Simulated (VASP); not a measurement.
# Au in VASP: a series of runs

Runs on Au. Level: LDA. Tasks: single point.

All numbers are computed with VASP 6.6.1; they aren't measurements. Logs are shortened: lines on timing, memory, paths and dates and some standing lists are left out, and cuts for length are marked.

### Step 1. The cell of the first run

The structure is tetragonal, space group I4/mmm (No. 139). The conventional cell has a = 3.315 Å, b = 3.315 Å, c = 3.414 Å, α = 90.00°, β = 90.00°, γ = 90.00°. Within 3.8 Å of Au (site symmetry 4/mmm) lie 14 Au at 2.90 to 3.41 Å.

### Step 2. Single point, LDA (strain +0.000 along x and y, +0.030 along z)

The input, INCAR:

```
PREC     = Accurate       # precision mode
ENCUT    = 520            # plane-wave cutoff, eV
EDIFF    = 1E-7           # SCF threshold, eV
ISMEAR   = 0              # smearing method
SIGMA    = 0.15           # smearing width, eV
LREAL    = F              # projectors in reciprocal space
LASPH    = T              # aspherical terms in the spheres
NELM     = 60             # most SCF steps
ALGO     = Fast           # electronic algorithm
ISIF     = 2              # what is computed and relaxed
LWAVE    = F              # write WAVECAR
LCHARG   = F              # write CHGCAR
NBANDS   = 12             # bands
```

The input, KPOINTS:

```
Automatic mesh
0
Gamma
  20 20 20
```

The input, POSCAR:

```
Au
1.0
   -1.6572690000      1.6572690000      1.7069870700
    1.6572690000     -1.6572690000      1.7069870700
    1.6572690000      1.6572690000     -1.7069870700
Au
1
Direct
    0.0000000000      0.0000000000      0.0000000000
```

Potentials or basis: VASP PAW LDA potentials, release 64 (Au).

Run with:

```sh
cat potpaw_LDA.64/Au/POTCAR > POTCAR
mpirun -np 1 vasp_std > vasp.out
```

OUTCAR:

```text
PREC = Accurate
   ENCUT = 520
   EDIFF = 1E-7
   ISMEAR = 0
   LREAL = F
   LASPH = T
   NELM = 60
   ISIF = 2

 ion  position               nearest neighbor table
   1  0.000  0.000  0.000-

  LATTYP: Found a body centered tetragonal cell.
 ALAT       =     3.3145380000
 C/A-ratio  =     1.0300000000

  Lattice vectors:

 A1 = (  -1.6572690000,   1.6572690000,   1.7069870700)
 A2 = (   1.6572690000,  -1.6572690000,   1.7069870700)
 A3 = (   1.6572690000,   1.6572690000,  -1.7069870700)

Analysis of symmetry for initial positions (statically):
=====================================================================
 Subroutine PRICEL returns:
 Original cell was already a primitive cell.

 Routine SETGRP: Setting up the symmetry group for a
 body centered tetragonal supercell.

 Subroutine GETGRP returns: Found 16 space group operations
 (whereof 16 operations were pure point group operations)
 out of a pool of 16 trial point group operations.

The static configuration has the point symmetry D_4h.

Analysis of symmetry for dynamics (positions and initial velocities):
=====================================================================
 Subroutine PRICEL returns:
 Original cell was already a primitive cell.

 Routine SETGRP: Setting up the symmetry group for a
 body centered tetragonal supercell.

 Subroutine GETGRP returns: Found 16 space group operations
 (whereof 16 operations were pure point group operations)
 out of a pool of 16 trial point group operations.

The dynamic configuration has the point symmetry D_4h.

 Subroutine INISYM returns: Found 16 space group operations
 (whereof 16 operations are pure point group operations),
 and found     1 'primitive' translations

----------------------------------------------------------------------------------------

                                     Primitive cell

  volume of cell :      18.7532

  direct lattice vectors                    reciprocal lattice vectors
    -1.657269000  1.657269000  1.706987070     0.000000000  0.301701172  0.292913759
     1.657269000 -1.657269000  1.706987070     0.301701172  0.000000000  0.292913759
     1.657269000  1.657269000 -1.706987070     0.301701172  0.301701172  0.000000000

  length of vectors
     2.899463042  2.899463042  2.899463042     0.420502161  0.420502161  0.426669890

  position of ions in fractional coordinates (direct lattice)
     0.000000000  0.000000000  0.000000000

  ion indices of the primitive-cell ions
   primitive index   ion index
                 1           1

----------------------------------------------------------------------------------------

 KPOINTS: Automatic mesh

Automatic generation of k-mesh.
 Grid dimensions read from file:
 generate k-points for:   20   20   20

 Generating k-lattice:

  Cartesian coordinates                     Fractional coordinates (reciprocal lattice)
     0.000000000  0.015085059  0.014645688     0.050000000  0.000000000  0.000000000
     0.015085059  0.000000000  0.014645688     0.000000000  0.050000000  0.000000000
     0.015085059  0.015085059  0.000000000     0.000000000  0.000000000  0.050000000

  Length of vectors
     0.021025108  0.021025108  0.021333494

  Shift w.r.t. Gamma in fractional coordinates (k-lattice)
     0.000000000  0.000000000  0.000000000

 Subroutine IBZKPT returns following result:
 ===========================================

 Found    641 irreducible k-points:

 Following reciprocal coordinates:
            Coordinates               Weight
  0.000000  0.000000  0.000000      1.000000
  0.050000  0.000000 -0.000000      8.000000
  0.100000  0.000000 -0.000000      8.000000
  0.150000  0.000000 -0.000000      8.000000
  0.200000  0.000000 -0.000000      8.000000
  0.250000  0.000000 -0.000000      8.000000
[... 16 lines left out ...]
 -0.400000  0.050000  0.000000     16.000000
 -0.350000  0.050000  0.000000     16.000000
 [... further k-points ...]
   k-points           NKPTS =    641   k-points in BZ     NKDIM =    641   number of bands    NBANDS=     12
   number of dos      NEDOS =    301   number of ions     NIONS =      1
   total plane-waves  NPLWV =  13824
   dimension x,y,z NGX =    24 NGY =   24 NGZ =   24
   dimension x,y,z NGXF=    48 NGYF=   48 NGZF=   48
   ions per type =               1
   NGX,Y,Z   is equivalent  to a cutoff of  13.76, 13.76, 13.76 a.u.
   NGXF,Y,Z  is equivalent  to a cutoff of  27.52, 27.52, 27.52 a.u.
 SYSTEM =  unknown system
   PREC   = accura    normal or accurate (medium, high low for compatibility)
   ISTART =      0    job   : 0-new  1-cont  2-samecut
   ICHARG =      2    charge: 1-file 2-atom 10-const
   ISPIN  =      1    spin polarized calculation?
   LNONCOLLINEAR =      F non collinear calculations
   LSORBIT =      F    spin-orbit coupling
   LASPH  =      T    aspherical Exc in radial PAW
   ENCUT  =  520.0 eV  38.22 Ry    6.18 a.u.   5.39  5.39  5.39*2*pi/ulx,y,z
   NELM   =     60;   NELMIN=  2; NELMDL= -5     # of ELM steps
   EDIFF  = 0.1E-06   stopping-criterion for ELM
   LREAL  =      F    real-space projection
   EDIFFG = 0.1E-05   stopping-criterion for IOM
   NSW    =      0    number of steps for IOM
   IBRION =     -1    ionic relax: 0-MD 1-quasi-New 2-CG
   NFREE  =      0    steps in history (QN), initial steepest desc. (CG)
   ISIF   =      2    stress and relaxation
   ISYM   =      2    0-nonsym 1-usesym 2-fastsym
   POTIM  = 0.5000    time-step for ionic-motion
   TEBEG  =    0.0;   TEEND  =   0.0 temperature during run
   PSTRESS=    0.0 pullay stress
   NELECT =      11.0000    total number of electrons
   NUPDOWN=      -1.0000    fix difference up-down
   EMIN   =  10.00;   EMAX   =-10.00  energy-range for DOS
   EFERMI =   0.00;   METHOD = LEGACY
   ISMEAR =     0;   SIGMA  =   0.15  broadening in eV -4-tet -1-fermi 0-gaus
   EFERMI_NEDOS =   21; number of points for ismear=-14 and -15
   IALGO  =     68    algorithm
   IMIX   =      4    mixing-type and parameters
     AMIX     =   0.40;   BMIX     =  1.00
     AMIX_MAG =   1.60;   BMIX_MAG =  1.00
  volume/ion in A,a.u.               =      18.75       126.55
  Fermi-wavevector in a.u.,A,eV,Ry     =   1.370399  2.589678 25.551646  1.877993
  Thomas-Fermi vector in A             =   2.496189
   LORBIT       =      0    0 simple, 1 ext, 2 COOP (PROOUT), +10 PAW based schemes
   GGA     = CA    functional components
   LHFCALC =     F    Hartree Fock is set to
   AEXX    =    0.0000 exact exchange contribution
   IVDW    =     0    specifies the selected vdW correction
   LEPSILON=     F    determine dielectric tensor
   LRPA    =     F    only Hartree local field effects (RPA)
 non-spin polarized calculation
 RMM-DIIS sequential band-by-band and
 Gauss-broadening in eV      SIGMA  =   0.15
  energy-cutoff  :      520.00
  volume of cell :       18.75
 maximum number of plane-waves:       539
 NGX is ok and might be reduce to    24
   NGX = 11   NGY = 11   NGZ = 11

 number of electron      11.0000000 magnetization

 Free energy of the ion-electron system (eV)
  ---------------------------------------------------
  ext. energy  EPLUGINS =         0.00000000
  ---------------------------------------------------
  free energy    TOTEN  =        -4.30672127 eV

  energy without entropy =       -4.30301999  energy(sigma->0) =       -4.30487063

 E-fermi :   7.7742     XC(G=0): -12.4383

 val. band max:        7.7597677404   @ k =  -0.2000   0.4000   0.2000
 cond. band min:       7.7921820068   @ k =   0.5000   0.4000   0.0500
 fundamental gap:      0.0324142664
 Fermi energy:         7.7741863513

 k-point     1 :       0.0000    0.0000    0.0000
  band No.  band energies     occupation
      1      -1.1886      2.00000
      2       3.3053      2.00000
      3       3.3053      2.00000
      4       3.4694      2.00000
      5       4.9417      2.00000
      6       5.1299      2.00000
      7      23.8678      0.00000
      8      24.3360      0.00000
      9      24.3360      0.00000
     10      29.7052      0.00000
     11      30.5528      0.00000
     12      30.5531      0.00000

 k-point     2 :       0.0500    0.0000   -0.0000
  band No.  band energies     occupation
      1      -1.1044      2.00000
      2       3.3094      2.00000
      3       3.3139      2.00000
      4       3.4928      2.00000
      5       4.9206      2.00000
      6       5.1212      2.00000
      7      23.8757      0.00000
      8      24.3068      0.00000
      9      24.4361      0.00000
     10      28.8971      0.00000
     11      29.5740      0.00000
     12      30.2177      0.00000

 k-point     3 :       0.1000    0.0000   -0.0000
  band No.  band energies     occupation
      1      -0.8565      2.00000
      2       3.2773      2.00000
      3       3.3200      2.00000
      4       3.6262      2.00000
      5       4.8591      2.00000
      6       5.1059      2.00000
      7      23.7172      0.00000
      8      24.1561      0.00000
      9      24.7287      0.00000
     10      27.6901      0.00000
     11      28.3284      0.00000
     12      29.3257      0.00000
[... 286 lines left out ...]
 k-point    23 :      -0.4000    0.0500    0.0000
  band No.  band energies     occupation
      1       1.3196      2.00000
      2       2.6204      2.00000
      3       4.5630      2.00000
      4       4.9821      2.00000
      5       5.2771      2.00000
      6       6.0534      2.00000
      7      13.9684      0.00000
      8      20.7040      0.00000
      9      21.9770      0.00000
     10      27.9666      0.00000
     11      28.5159      0.00000
     12      30.1544      0.00000

 k-point    24 :      -0.3500    0.0500    0.0000
  band No.  band energies     occupation
      1       1.1919      2.00000
      2       2.7263      2.00000
      3       4.0411      2.00000
      4       4.7532      2.00000
      5       5.1876      2.00000
      6       5.4982      2.00000
      7      15.9128      0.00000
      8      21.2816      0.00000
      9      22.9168      0.00000
     10      27.4064      0.00000
     11      28.1989      0.00000
     12      29.7915      0.00000

 [... further k-points ...]
[... 5 lines left out ...]
  --------------------------------------------------------------------------------------
  -------------------------------------------------------------------------------------
  Total       -1.8920048     -1.8920048     -1.8649367      0.0000000     -0.0000000      0.0000000
  in kB     -161.6428794   -161.6428794   -159.3303267      0.0000000     -0.0000000      0.0000000
  external PRESSURE =    -160.8720285 kB  Pullay stress =       0.0000000 kB

 VOLUME and BASIS-vectors are now :
 -----------------------------------------------------------------------------
  energy-cutoff  :      520.00
  volume of cell :       18.75
      direct lattice vectors                 reciprocal lattice vectors
    -1.657269000  1.657269000  1.706987070     0.000000000  0.301701172  0.292913759
     1.657269000 -1.657269000  1.706987070     0.301701172  0.000000000  0.292913759
     1.657269000  1.657269000 -1.706987070     0.301701172  0.301701172  0.000000000

 POSITION                                       TOTAL-FORCE (eV/Angst)
 -----------------------------------------------------------------------------------
      0.00000      0.00000      0.00000        -0.000000     -0.000000      0.000000
 -----------------------------------------------------------------------------------
    total drift:                                0.000000      0.000000      0.000000

  FREE ENERGIE OF THE ION-ELECTRON SYSTEM (eV)
  ---------------------------------------------------
  free  energy   TOTEN  =        -4.3067212749 eV

  energy  without entropy=       -4.3030199875  energy(sigma->0) =       -4.30487063
```

Run time: 62 s. Hardware: 1 thread of Intel Xeon Platinum 8375C at 2.90GHz (Ice Lake), shared host; peak memory 0.25 GiB.

What came out:

| Item | Value |
| --- | --- |
| Free energy | -4.3067 eV |
| Pressure | -16.1 GPa |

Stress tensor (GPa, compression positive):
```
-16.16   0.00   0.00
  0.00 -16.16   0.00
  0.00   0.00 -15.93
```

Levels at points of the mesh, in eV from the Fermi level:
```tsv
k point	band 2	band 3	band 4	band 5	band 6	band 7	band 8	band 9	band 10	band 11
(0.00, 0.00, 0.00)	-4.47	-4.47	-4.30	-2.83	-2.64	16.09	16.56	16.56	21.93	22.78
(0.50, 0.00, 0.00)	-5.29	-2.97	-2.57	-1.45	-0.35	2.92	12.37	13.33	20.76	21.11
(0.50, 0.50, 0.00)	-5.47	-2.74	-2.51	-1.42	-0.20	3.14	11.94	12.70	19.92	20.70
(0.50, 0.50, 0.50)	-6.05	-1.80	-1.74	-1.74	5.58	6.38	6.38	8.51	14.79	15.32
```

Caveat: the cell differs from its parent crystal (strain +0.000 along x and y, +0.030 along z); spin-orbit coupling is left out, which moves the levels of the heavy elements.

### Step 3. Single point, LDA (strain -0.030 along x and y, -0.030 along z)

The input, INCAR:

```
  PREC = Accurate
  ENCUT = 500
  EDIFF = 1E-6
  ISMEAR = 0
  SIGMA = 0.15
  LREAL = F
  LASPH = T
  NELM = 120
  ALGO = Normal
  ISIF = 2
  LWAVE = F
  LCHARG = T
  GGA = CA
  LELF = T
  LVHAR = T
  NBANDS = 12
  GGA_COMPAT = F
```

KPOINTS is that of step 2.

The input, POSCAR:

```
Au
1.0
   -1.6075509300      1.6075509300      1.6075509300
    1.6075509300     -1.6075509300      1.6075509300
    1.6075509300      1.6075509300     -1.6075509300
Au
1
Direct
    0.0000000000      0.0000000000      0.0000000000
```

Potentials or basis: VASP PAW LDA potentials, release 64 (Au).

Run with:

```sh
cat potpaw_LDA.64/Au/POTCAR > POTCAR
mpirun -np 1 vasp_std > vasp.out
```

OUTCAR:

```text
PREC = Accurate
   ENCUT = 500
   EDIFF = 1E-6
   ISMEAR = 0
   LREAL = F
   LASPH = T
   NELM = 120
   ISIF = 2
   GGA = CA

 ion  position               nearest neighbor table
   1  0.000  0.000  0.000-

  LATTYP: Found a body centered cubic cell.
 ALAT       =     3.2151018600

  Lattice vectors:

 A1 = (  -1.6075509300,   1.6075509300,   1.6075509300)
 A2 = (   1.6075509300,  -1.6075509300,   1.6075509300)
 A3 = (   1.6075509300,   1.6075509300,  -1.6075509300)

Analysis of symmetry for initial positions (statically):
=====================================================================
 Subroutine PRICEL returns:
 Original cell was already a primitive cell.

 Routine SETGRP: Setting up the symmetry group for a
 body centered cubic supercell.

 Subroutine GETGRP returns: Found 48 space group operations
 (whereof 48 operations were pure point group operations)
 out of a pool of 48 trial point group operations.

The static configuration has the point symmetry O_h .

Analysis of symmetry for dynamics (positions and initial velocities):
=====================================================================
[... 160 lines left out ...]
 fundamental gap:      0.1619258354
 Fermi energy:         9.7250616258

 k-point     1 :       0.0000    0.0000    0.0000
  band No.  band energies     occupation
      1      -0.4543      2.00000
      2       4.6801      2.00000
      3       4.6801      2.00000
      4       4.6801      2.00000
      5       6.7297      2.00000
      6       6.7297      2.00000
      7      26.1898      0.00000
      8      26.1898      0.00000
      9      26.1898      0.00000
     10      34.4106      0.00000
     11      34.4106      0.00000
     12      34.4106      0.00000
[... 331 lines left out ...]
 k-point    24 :       0.2500    0.1000   -0.0000
  band No.  band energies     occupation
      1       2.1962      2.00000
      2       3.9540      2.00000
      3       4.8322      2.00000
      4       6.3423      2.00000
      5       6.9058      2.00000
      6       7.3280      2.00000
      7      19.9360      0.00000
      8      23.4416      0.00000
      9      25.6219      0.00000
     10      29.3417      0.00000
     11      32.4574      0.00000
     12      33.0453      0.00000

 [... further k-points ...]
[... 5 lines left out ...]
  --------------------------------------------------------------------------------------
  -------------------------------------------------------------------------------------
  Total        0.0426901      0.0426901      0.0426901      0.0000000      0.0000000     -0.0000000
  in kB        4.1160811      4.1160811      4.1160811      0.0000000      0.0000000     -0.0000000
  external PRESSURE =       4.1160811 kB  Pullay stress =       0.0000000 kB

 VOLUME and BASIS-vectors are now :
 -----------------------------------------------------------------------------
  energy-cutoff  :      500.00
  volume of cell :       16.62
      direct lattice vectors                 reciprocal lattice vectors
    -1.607550930  1.607550930  1.607550930     0.000000000  0.311032136  0.311032136
     1.607550930 -1.607550930  1.607550930     0.311032136  0.000000000  0.311032136
     1.607550930  1.607550930 -1.607550930     0.311032136  0.311032136  0.000000000

 POSITION                                       TOTAL-FORCE (eV/Angst)
 -----------------------------------------------------------------------------------
      0.00000      0.00000      0.00000         0.000000      0.000000     -0.000000
 -----------------------------------------------------------------------------------
    total drift:                                0.000000     -0.000000      0.000000

  FREE ENERGIE OF THE ION-ELECTRON SYSTEM (eV)
  ---------------------------------------------------
  free  energy   TOTEN  =        -4.4263572458 eV

  energy  without entropy=       -4.4243186471  energy(sigma->0) =       -4.42533795
```

stdout:

```text
POSCAR found type information on POSCAR Au
 POSCAR found :  1 types and       1 ions
 scaLAPACK will be used
 LDA part: xc-table for (Slater(with rela. corr.)+CA(PZ))
 , standard interpolation
 POSCAR, INCAR and KPOINTS ok, starting setup
 FFT: planning ... GRIDC
 FFT: planning ... GRID_SOFT
 FFT: planning ... GRID
 WAVECAR not read
 entering main loop
```

Run time: 20 s. Hardware: 1 thread of AMD EPYC 9R45 (Zen 5), shared host; peak memory 0.12 GiB.

Results:

* Free energy: -4.4264 eV
* Pressure: 0.4 GPa

Levels at points of the mesh, in eV from the Fermi level:
```tsv
k point	band 2	band 3	band 4	band 5	band 6	band 7	band 8	band 9	band 10	band 11
(0.00, 0.00, 0.00)	-5.04	-5.04	-5.04	-3.00	-3.00	16.46	16.46	16.46	24.69	24.69
(0.50, 0.00, 0.00)	-6.19	-3.15	-2.77	-1.37	-0.80	3.71	12.34	14.00	22.29	22.61
(0.50, 0.50, 0.50)	-7.10	-1.78	-1.78	-1.78	6.26	6.26	6.26	10.00	16.37	16.37
```

Caveat: the cell differs from its parent crystal (strain -0.030 along x and y, -0.030 along z); spin-orbit coupling is left out, which moves the levels of the heavy elements.
